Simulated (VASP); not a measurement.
## MgS: single point with LDA

The system is MgS.

```
CELL_PARAMETERS angstrom
0.00000 2.56418 2.56418
2.56418 0.00000 2.56418
2.56418 2.56418 0.00000
ATOMIC_POSITIONS crystal
Mg 0.99805 0.99805 0.99805
S 0.50000 0.50000 0.50000
```

This cell differs from its parent crystal: atom 1 moved by [-0.01, -0.01, -0.01] A.

- Program: VASP 6.6.1
- Task: single point
- Functional: LDA
- Potentials or basis: VASP PAW LDA potentials, release 64 (Mg, S)
- Cutoff: 520 eV
- k mesh: 8 × 8 × 8
- Occupations: gaussian, width 0.01 eV
- Spin: no spin polarisation
- Dipole correction: no
- Further INCAR settings: ALGO = Normal; EDIFF = 1e-06; NBANDS = 11

```json
{
  "Pressure": "-0.5 GPa",
  "Largest force": "0.056 eV/Å",
  "Band gap on the k mesh": "2.65 eV, indirect (least direct gap 3.84 eV)"
}
```

Forces on the atoms (eV/Å):
```
Mg   0.032  0.032  0.032
S   -0.032 -0.032 -0.032
```

Levels at points of the mesh, in eV from the valence-band top:
| k point | band 2 | band 3 | band 4 | band 5 | band 6 | band 7 |
| --- | --- | --- | --- | --- | --- | --- |
| (0.00, 0.00, 0.00) | 0.00 | 0.00 | 0.00 | 3.84 | 7.81 | 7.81 |
| (0.50, 0.00, 0.00) | -5.14 | -0.65 | -0.65 | 4.44 | 6.79 | 6.79 |
| (0.50, 0.50, 0.50) | -5.14 | -0.65 | -0.65 | 4.44 | 6.79 | 6.79 |
| (0.50, 0.50, 0.00) | -4.49 | -1.81 | -1.81 | 2.65 | 4.11 | 12.22 |

It took 19 s on 1 thread of AMD EPYC 7R43 64-Core Processor (Zen 3) (shared host), peak memory 0.12 GiB.

Caveat: the cell differs from its parent crystal (atom 1 moved by [-0.01, -0.01, -0.01] A). A k mesh can miss the band edges.
